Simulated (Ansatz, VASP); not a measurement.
P in VASP and in Ansatz

```
P
1.0
     3.29619    0.00000    0.00000
     0.00000    4.43916    0.00000
     0.00000    0.00000   21.74620
P
8
Direct
  0.50000 0.91750 0.20693
  0.00000 0.58250 0.20693
  0.50000 0.08250 0.30456
  0.00000 0.41750 0.30456
  0.12500 0.70750 0.46459
  0.62500 0.37251 0.46459
  0.12500 0.87251 0.56222
  0.62500 0.20750 0.56222
```

Alike in both runs: task single point; functional PBE; dispersion D3(BJ); k mesh 8 × 6 × 1; occupations gaussian, width 0.05 eV; no spin polarisation.

|  | VASP | Ansatz |
| --- | --- | --- |
| version | VASP 6.6.1 | Ansatz 0.2.0 |
| potentials or method | VASP PAW PBE potentials, release 64 (P), cutoff 520 eV | scalar-relativistic, plane waves, PAW |
| valence electrons in the cell | 40 | 40 |

Ansatz gave:

- gap on the k mesh at the Fermi level (eV): 0.58
- least direct gap on the mesh (eV): 0.58
- rms of the force components (eV/Å): 0.051

Q: Which values does VASP return?

A: gap on the k mesh at the Fermi level (eV): 0.59; least direct gap on the mesh (eV): 0.59; rms of the force components (eV/Å): 0.039.

Atom by atom the forces differ by 0.031 eV/Å (rms over components).
